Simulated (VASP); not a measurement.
# B (P6/mmm) in VASP: further runs

The runs below take B through single point, relaxation of cell and atoms, with PBE.

All numbers are computed with VASP 6.6.1; they aren't measurements. Logs are shortened: lines on timing, memory, paths and dates and some standing lists are left out, and cuts for length are marked.

## 1. The cell of the first run

The structure is hexagonal, space group P6/mmm (No. 191). Conventional cell: a = 1.714 Å, b = 1.714 Å, c = 3.789 Å, α = 90.00°, β = 90.00°, γ = 120.00°. Within 1.3 Å of B (site symmetry -6m2) lie 3 B at 0.99 Å.

The cell was built from a structure type or drawn by symmetry, and may not be a known phase.

## 2. Single point, PBE

Contents of INCAR:

```
SYSTEM = B
ALGO = Normal
EDIFF = 1E-7
ENCUT = 520
GGA = PE
ISIF = 2
ISMEAR = 0
LASPH = .True.
LCHARG = .False.
LREAL = .False.
LWAVE = .False.
NBANDS = 10
NELM = 100
PREC = Accurate
SIGMA = 0.1
```

Contents of KPOINTS:

```
k-points
0
Gamma
  12 12 4
  0 0 0
```

Contents of POSCAR:

```
B
1.0
    1.7144971200      0.0000000000      0.0000000000
   -0.8572485600      1.4847980600      0.0000000000
    0.0000000000      0.0000000000      3.7886727800
B
2
Direct
    0.3333333300      0.6666666700      0.0000000000
    0.6666666700      0.3333333300      0.0000000000
```

Potentials or basis: VASP PAW PBE potentials, release 64 (B).

Command:

```bash
$ cat potpaw_PBE.64/B/POTCAR > POTCAR
$ mpirun -np 1 vasp_std > vasp.out
```

OUTCAR:

```text
SYSTEM = B
   EDIFF = 1E-7
   ENCUT = 520
   GGA = PE
   ISIF = 2
   ISMEAR = 0
   LASPH = .True.
   LREAL = .False.
   NELM = 100
   PREC = Accurate

 ion  position               nearest neighbor table
   1  0.333  0.667  0.000-   2 0.99   2 0.99   2 0.99   2 1.98   2 1.98   2 1.98
   2  0.667  0.333  0.000-   1 0.99   1 0.99   1 0.99   1 1.98   1 1.98   1 1.98

 -----------------------------------------------------------------------------
|                                                                             |
|           W    W    AA    RRRRR   N    N  II  N    N   GGGG   !!!           |
|           W    W   A  A   R    R  NN   N  II  NN   N  G    G  !!!           |
|           W    W  A    A  R    R  N N  N  II  N N  N  G       !!!           |
|           W WW W  AAAAAA  RRRRR   N  N N  II  N  N N  G  GGG   !            |
|           WW  WW  A    A  R   R   N   NN  II  N   NN  G    G                |
|           W    W  A    A  R    R  N    N  II  N    N   GGGG   !!!           |
|                                                                             |
|     The distance between some ions is very small. Please check the          |
|     nearest-neighbor list in the OUTCAR file.                               |
|     I HOPE YOU KNOW WHAT YOU ARE DOING!                                     |
|                                                                             |
 -----------------------------------------------------------------------------

  LATTYP: Found a hexagonal cell.
 ALAT       =     1.7144971200
 C/A-ratio  =     2.2097866108

  Lattice vectors:

 A1 = (   1.7144971200,   0.0000000000,   0.0000000000)
 A2 = (  -0.8572485600,   1.4847980600,   0.0000000000)
 A3 = (   0.0000000000,   0.0000000000,   3.7886727800)

Analysis of symmetry for initial positions (statically):
=====================================================================
 Subroutine PRICEL returns:
 Original cell was already a primitive cell.

 Routine SETGRP: Setting up the symmetry group for a
 hexagonal supercell.

 Subroutine GETGRP returns: Found 24 space group operations
 (whereof 24 operations were pure point group operations)
 out of a pool of 24 trial point group operations.

The static configuration has the point symmetry D_6h.

Analysis of symmetry for dynamics (positions and initial velocities):
=====================================================================
 Subroutine PRICEL returns:
 Original cell was already a primitive cell.

 Routine SETGRP: Setting up the symmetry group for a
 hexagonal supercell.

 Subroutine GETGRP returns: Found 24 space group operations
 (whereof 24 operations were pure point group operations)
 out of a pool of 24 trial point group operations.
[... 114 lines left out ...]
   EMIN   =  10.00;   EMAX   =-10.00  energy-range for DOS
   EFERMI =   0.00;   METHOD = LEGACY
   ISMEAR =     0;   SIGMA  =   0.10  broadening in eV -4-tet -1-fermi 0-gaus
   EFERMI_NEDOS =   21; number of points for ismear=-14 and -15
   IALGO  =     38    algorithm
   IMIX   =      4    mixing-type and parameters
     AMIX     =   0.40;   BMIX     =  1.00
     AMIX_MAG =   1.60;   BMIX_MAG =  1.00
  volume/ion in A,a.u.               =       4.82        32.54
  Fermi-wavevector in a.u.,A,eV,Ry     =   1.397531  2.640951 26.573448  1.953093
  Thomas-Fermi vector in A             =   2.520778
   LORBIT       =      0    0 simple, 1 ext, 2 COOP (PROOUT), +10 PAW based schemes
   GGA     = PE    functional components
   LHFCALC =     F    Hartree Fock is set to
   AEXX    =    0.0000 exact exchange contribution
   IVDW    =     0    specifies the selected vdW correction
   LEPSILON=     F    determine dielectric tensor
   LRPA    =     F    only Hartree local field effects (RPA)
 non-spin polarized calculation
 Gauss-broadening in eV      SIGMA  =   0.10
  energy-cutoff  :      520.00
  volume of cell :        9.64
 maximum number of plane-waves:       273
 NGX is ok and might be reduce to    14
   NGX =  7   NGY =  7   NGZ = 15

 number of electron       5.9999999 magnetization

 Free energy of the ion-electron system (eV)
  ---------------------------------------------------
  ext. energy  EPLUGINS =         0.00000000
  ---------------------------------------------------
  free energy    TOTEN  =        30.00826792 eV

  energy without entropy =       30.01829429  energy(sigma->0) =       30.01328111

 E-fermi :   6.6338     XC(G=0): -11.2310

 val. band max:        6.6234309404   @ k =   0.4167   0.0833   0.0000
 cond. band min:       6.6685282744   @ k =   0.3333   0.0833   0.0000
 fundamental gap:      0.0450973340
 Fermi energy:         6.6338362472

 k-point     1 :       0.0000    0.0000    0.0000
  band No.  band energies     occupation
      1     -11.3852      2.00000
      2      -6.5848      2.00000
      3       9.8491      0.00000
      4      16.2362      0.00000
      5      16.2362      0.00000
      6      27.6856      0.00000
      7      31.9120      0.00000
      8      31.9120      0.00000
      9      34.9463      0.00000
     10      48.0732      0.00000
[... 287 lines left out ...]
 k-point    24 :       0.3333    0.0000    0.2500
  band No.  band energies     occupation
      1      -9.4798      2.00000
      2       0.3577      2.00000
      3       5.3322      2.00000
      4       7.6447      0.00000
      5      18.2000      0.00000
      6      22.9302      0.00000
      7      29.3147      0.00000
      8      38.4200      0.00000
      9      39.5146      0.00000
     10      44.6997      0.00000

 [... further k-points ...]

------------------------ aborting loop because EDIFF is reached ----------------------------------------

  FORCE on cell =-STRESS in cart. coord.  units (eV):
  Direction    XX          YY          ZZ          XY          YZ          ZX
  --------------------------------------------------------------------------------------
  -------------------------------------------------------------------------------------
  Total       99.7925255     99.7925254     -0.0431497      0.0000000      0.0000000      0.0000000
  in kB    16577.4355042  16577.4354900     -7.1679912      0.0000000      0.0000000      0.0000000
  external PRESSURE =   11049.2343344 kB  Pullay stress =       0.0000000 kB

 VOLUME and BASIS-vectors are now :
 -----------------------------------------------------------------------------
  energy-cutoff  :      520.00
  volume of cell :        9.64
      direct lattice vectors                 reciprocal lattice vectors
     1.714497120  0.000000000  0.000000000     0.583261406  0.336746130  0.000000000
    -0.857248560  1.484798060  0.000000000     0.000000000  0.673492259  0.000000000
     0.000000000  0.000000000  3.788672780     0.000000000  0.000000000  0.263944674

 POSITION                                       TOTAL-FORCE (eV/Angst)
 -----------------------------------------------------------------------------------
     -0.00000      0.98987      0.00000         0.000000      0.000000      0.000000
      0.85725      0.49493      0.00000        -0.000000     -0.000000      0.000000
 -----------------------------------------------------------------------------------
    total drift:                                0.000000     -0.000000     -0.000000

  FREE ENERGIE OF THE ION-ELECTRON SYSTEM (eV)
  ---------------------------------------------------
  free  energy   TOTEN  =        30.0082679246 eV

  energy  without entropy=       30.0182942863  energy(sigma->0) =       30.01328111
```

OSZICAR:

```text
N       E                     dE             d eps       ncg     rms          rms(c)
DAV:   1     0.429042634615E+02    0.42904E+02   -0.36219E+03  1212   0.556E+02
DAV:   2     0.167624336812E+02   -0.26142E+02   -0.24310E+02  1322   0.149E+02
DAV:   3     0.164070952022E+02   -0.35534E+00   -0.35148E+00  1342   0.142E+01
DAV:   4     0.164063809737E+02   -0.71423E-03   -0.71422E-03  1290   0.790E-01
DAV:   5     0.164063786848E+02   -0.22889E-05   -0.22892E-05  1370   0.396E-02    0.146E+01
DAV:   6     0.273953319554E+02    0.10989E+02   -0.10619E+01  1212   0.188E+01    0.639E+00
DAV:   7     0.299109608902E+02    0.25156E+01   -0.98251E+00  1252   0.159E+01    0.342E+00
DAV:   8     0.296947773897E+02   -0.21618E+00   -0.19198E+00  1202   0.819E+00    0.232E+00
DAV:   9     0.300070813878E+02    0.31230E+00   -0.62155E-01  1234   0.434E+00    0.310E-01
DAV:  10     0.300084416553E+02    0.13603E-02   -0.80815E-03  1252   0.637E-01    0.853E-02
DAV:  11     0.300082443182E+02   -0.19734E-03   -0.68936E-04  1190   0.175E-01    0.329E-02
DAV:  12     0.300082632765E+02    0.18958E-04   -0.14141E-04  1248   0.679E-02    0.123E-02
DAV:  13     0.300082675961E+02    0.43196E-05   -0.89983E-06  1280   0.190E-02    0.249E-03
DAV:  14     0.300082679340E+02    0.33788E-06   -0.78074E-07  1336   0.486E-03    0.255E-04
DAV:  15     0.300082679246E+02   -0.93812E-08   -0.48651E-09   642   0.623E-04
   1 F= 0.30008268E+02 E0= 0.30013281E+02  d E =-.100264E-01
```

Wall time 12 s (1 thread of Intel Xeon 8259CL, shared host); peak memory 0.11 GiB.

The run converged, but its numbers aren't listed here, since they failed a check.

Caveat: the k points lie up to 0.41 Å⁻¹ apart, too coarse for converged energies and pressures of a metal; atoms lie so close that the PAW spheres overlap strongly, which falsifies energies and pressures.

## 3. Single point, PBE

This run uses another cell than the first one, of 7.63 Å³/atom.

Contents of INCAR:

```
PREC = Accurate
ENCUT = 520
EDIFF = 1E-6
ISMEAR = 0
SIGMA = 0.1
LREAL = False
LASPH = True
NELM = 60
ALGO = Normal
ISIF = 2
LWAVE = False
LCHARG = False
GGA = PE
NBANDS = 10
```

Contents of KPOINTS:

```
regular mesh
0
Gamma
  6 6 8
```

Contents of POSCAR:

```
B
1.0
    2.9981578472      0.0000000000      0.0000000000
   -1.4990789236      2.5964808603      0.0000000000
    0.0000000000      0.0000000000      1.9615310229
B
2
Direct
    0.3333333333      0.6666666667      0.0000000000
    0.6666666667      0.3333333333      0.0000000000
```

Potentials or basis: VASP PAW PBE potentials, release 64 (B).

Command:

```bash
$ cat potpaw_PBE.64/B/POTCAR > POTCAR
$ mpirun -np 1 vasp_std > vasp.out
```

Run time: 7.3 s. Hardware: 1 thread of Intel Xeon 8259CL, shared host; peak memory 0.12 GiB.

It converged, with:

```
Free energy            : -11.9065 eV
Pressure               : 0.1 GPa
Band gap on the k mesh : zero (bands 3 and 4 overlap by 4.86 eV)
```

Levels at points of the mesh, in eV from the Fermi level:
| k point | band 1 | band 2 | band 3 | band 4 | band 5 | band 6 | band 7 |
| --- | --- | --- | --- | --- | --- | --- | --- |
| (0.00, 0.00, 0.00) | -14.67 | -1.52 | -1.52 | 5.74 | 5.74 | 6.02 | 11.71 |
| (0.50, 0.00, 0.00) | -10.99 | -9.72 | -4.04 | 3.51 | 14.02 | 14.90 | 15.17 |
| (0.00, 0.00, 0.50) | -7.75 | -5.98 | 2.91 | 2.91 | 4.85 | 11.06 | 11.06 |
| (0.50, 0.00, 0.50) | -4.51 | -2.82 | -2.74 | -1.45 | 0.76 | 11.88 | 12.89 |

Caveat: the k points lie up to 0.40 Å⁻¹ apart, too coarse for converged energies and pressures of a metal.

## 4. Single point, PBE

This run uses another cell than the first one, of 7.52 Å³/atom.

Contents of INCAR:

```
ALGO = Normal
EDIFF = 1E-6
ENCUT = 520
GGA = PE
ISIF = 2
ISMEAR = 0
LASPH = True
LCHARG = False
LREAL = False
LWAVE = False
NBANDS = 10
NELM = 100
PREC = Accurate
SIGMA = 0.1
```

Contents of KPOINTS:

```
k-points
0
Gamma
  12 12 4
```

Contents of POSCAR:

```
B
1.0
    3.0247704597      0.0000000000      0.0000000000
   -1.5123852298      2.6195280587      0.0000000000
    0.0000000000      0.0000000000      1.8972596164
B
2
Direct
    0.3333333333      0.6666666667      0.0000000000
    0.6666666667      0.3333333333      0.0000000000
```

Command:

```bash
$ cat potpaw_PBE.64/B/POTCAR > POTCAR
$ mpirun -np 1 vasp_std > vasp.out
```

It took 8.8 s on 1 thread of Intel Xeon 8259CL, shared host; peak memory 0.12 GiB.

The run converged. Its results:

```
Free energy            : -12.1933 eV
Pressure               : 0.1 GPa
Band gap on the k mesh : zero (bands 3 and 4 overlap by 5.20 eV)
```

Levels at points of the mesh, in eV from the Fermi level:
```
           k point  band 1  band 2  band 3  band 4  band 5  band 6
(0.00, 0.00, 0.00)  -14.56   -1.58   -1.58    5.57    5.60    5.60
(0.50, 0.00, 0.00)  -10.97   -9.65   -4.04    3.34   14.53   14.90
(0.00, 0.00, 0.50)   -7.49   -4.98    3.53    3.53    4.48   11.59
(0.50, 0.00, 0.50)   -4.40   -1.96   -1.85   -1.41    1.45   12.26
```

Caveat: the k points lie up to 0.83 Å⁻¹ apart, too coarse for converged energies and pressures of a metal.

## 5. Relaxation of cell and atoms, PBE

This run uses another cell than the first one, of 7.52 Å³/atom.

Contents of INCAR:

```
SYSTEM = B
ALGO     = Normal         ! electronic algorithm
EDIFF    = 1E-7           ! SCF threshold, eV
EDIFFG   = -0.04          ! ionic threshold
ENCUT    = 600            ! plane-wave cutoff, eV
GGA      = PE             ! functional
IBRION   = 2              ! ionic algorithm
ISIF     = 3              ! what is computed and relaxed
ISMEAR   = 0              ! smearing method
LASPH    = .True.         ! aspherical terms in the spheres
LCHARG   = .False.        ! write CHGCAR
LREAL    = .False.        ! projectors in reciprocal space
LWAVE    = .False.        ! write WAVECAR
NELM     = 60             ! most SCF steps
NSW      = 90             ! ionic steps
PREC     = Accurate       ! precision mode
SIGMA    = 0.1            ! smearing width, eV
```

Contents of KPOINTS:

```
k-points
0
Gamma
  6 6 8
  0 0 0
```

POSCAR is that of step 4.

Potentials or basis: VASP PAW PBE potentials, release 64 (B).

Command:

```bash
$ cat potpaw_PBE.64/B/POTCAR > POTCAR
$ mpirun -np 1 vasp_std > vasp.out
```

OUTCAR:

```text
SYSTEM = B
   EDIFF = 1E-7
   EDIFFG = -0.04
   ENCUT = 600
   GGA = PE
   IBRION = 2
   ISIF = 3
   ISMEAR = 0
   LASPH = .True.
   LREAL = .False.
   NELM = 60
   NSW = 90
   PREC = Accurate

 ion  position               nearest neighbor table
   1  0.333  0.667  0.000-   2 1.75   2 1.75   2 1.75
   2  0.667  0.333  0.000-   1 1.75   1 1.75   1 1.75

  LATTYP: Found a hexagonal cell.
 ALAT       =     3.0247704597
 C/A-ratio  =     0.6272408573

  Lattice vectors:

 A1 = (   3.0247704597,   0.0000000000,   0.0000000000)
 A2 = (  -1.5123852298,   2.6195280587,   0.0000000000)
 A3 = (   0.0000000000,   0.0000000000,   1.8972596164)

Analysis of symmetry for initial positions (statically):
[... 331 lines left out ...]
 cond. band min:       5.4903372771   @ k =   0.3333   0.1667   0.5000
 fundamental gap:      0.0164280844
 Fermi energy:         5.4775451262

 k-point     1 :       0.0000    0.0000    0.0000
  band No.  band energies     occupation
      1      -9.1482      2.00000
      2       3.9758      2.00000
      3       3.9758      2.00000
      4      11.2171      0.00000
      5      11.2171      0.00000
      6      11.4640      0.00000
      7      17.1378      0.00000
[... 221 lines left out ...]
 k-point    24 :       0.3333    0.0000    0.3750
  band No.  band energies     occupation
      1      -3.0108      2.00000
      2       2.3563      2.00000
      3       4.6497      2.00000
      4       5.6042      0.07325
      5       8.5482      0.00000
      6      15.6141      0.00000
      7      20.5194      0.00000

 [... further k-points ...]

------------------------ aborting loop because EDIFF is reached ----------------------------------------

  FORCE on cell =-STRESS in cart. coord.  units (eV):
  Direction    XX          YY          ZZ          XY          YZ          ZX
  --------------------------------------------------------------------------------------
  -------------------------------------------------------------------------------------
  Total       -0.0774216     -0.0774216     -0.0607266     -0.0000000      0.0000000      0.0000000
  in kB       -8.0879309     -8.0879309     -6.3438649     -0.0000000      0.0000000      0.0000000
  external PRESSURE =      -7.5065756 kB  Pullay stress =       0.0000000 kB
[... 17 lines left out ...]
  FREE ENERGIE OF THE ION-ELECTRON SYSTEM (eV)
  ---------------------------------------------------
  free  energy   TOTEN  =       -11.9078027388 eV

  energy  without entropy=      -11.9024503070  energy(sigma->0) =      -11.90512652

 reached required accuracy - stopping structural energy minimisation
```

Wall time 18 s (1 thread of Intel Xeon 8259CL, shared host); peak memory 0.12 GiB.

Results:

```yaml
Free_energy: -11.9078 eV
Relaxed_volume: 7.67 Å³/atom
Relaxed_cell: a = 3.002 Å, b = 3.002 Å, c = 1.965 Å, α = 90.00°, β = 90.00°, γ = 120.00°
Space_group_after_relaxing_to_0.1_Å: P6/mmm (No. 191)
Energy_gained_by_relaxing: 12.1 meV/atom
Ionic_steps: 5
Pressure_after_relaxing: -0.8 GPa
Band_gap_on_the_k_mesh: zero (bands 3 and 4 overlap by 4.86 eV)
```

Stress tensor (GPa, compression positive):
```
-0.81  0.00  0.00
 0.00 -0.81  0.00
 0.00  0.00 -0.63
```

The path:
```tsv
step	energy change (eV)	largest force (eV/Å)	pressure (GPa)	volume (Å³)
1	0.0000	0.0000	0.99	15.03
2	-0.0230	0.0000	1.61	15.13
3	-0.0235	0.0000	1.83	15.15
4	-0.0236	0.0000	1.76	15.14
5	-0.0242	0.0000	-0.75	15.34
```

Final structure:
```yaml
crystal:
  lattice:
    - [3.00216, 0.00000, 0.00000]
    - [-1.50108, 2.59995, 0.00000]
    - [0.00000, 0.00000, 1.96488]
  atoms:
    - { symbol: B, position: [0.33333, 0.66667, 0.00000] }
    - { symbol: B, position: [0.66667, 0.33333, 0.00000] }
```

Levels at points of the mesh, in eV from the Fermi level:
| k point | band 1 | band 2 | band 3 | band 4 | band 5 | band 6 |
| --- | --- | --- | --- | --- | --- | --- |
| (0.00, 0.00, 0.00) | -14.63 | -1.50 | -1.50 | 5.74 | 5.74 | 5.99 |
| (0.50, 0.00, 0.00) | -10.96 | -9.68 | -4.02 | 3.50 | 13.96 | 14.86 |
| (0.00, 0.00, 0.50) | -7.71 | -5.98 | 2.91 | 2.91 | 4.85 | 11.03 |
| (0.50, 0.00, 0.50) | -4.48 | -2.81 | -2.75 | -1.44 | 0.76 | 11.87 |

Caveat: the k points lie up to 0.40 Å⁻¹ apart in the final cell, too coarse for converged energies and pressures of a metal.

## 6. The runs side by side

| task | cell | k mesh | cutoff (eV) | gap on the mesh (eV) | pressure (GPa) |
| --- | --- | --- | --- | --- | --- |
| single point | a = 2.998, b = 2.998, c = 1.962 Å, angles 90.0, 90.0, 120.0°, 2 atoms | 6 × 6 × 8 | 520 | none | 0.1 |
| single point | a = 3.025, b = 3.025, c = 1.897 Å, angles 90.0, 90.0, 120.0°, 2 atoms | 12 × 12 × 4 | 520 | none | 0.1 |
| relaxation of cell and atoms | relaxed from a = 3.025, b = 3.025, c = 1.897 Å, angles 90.0, 90.0, 120.0°, 2 atoms | 6 × 6 × 8 | 600 | none | -0.8 |

Alike in all rows: level PBE; potentials or basis VASP PAW PBE potentials, release 64 (B); no spin polarisation; smearing gaussian 0.1 eV.

Caveats: all runs use coarse meshes.

Total energies depend on the potentials used, so only differences within one code and one set of settings carry meaning.
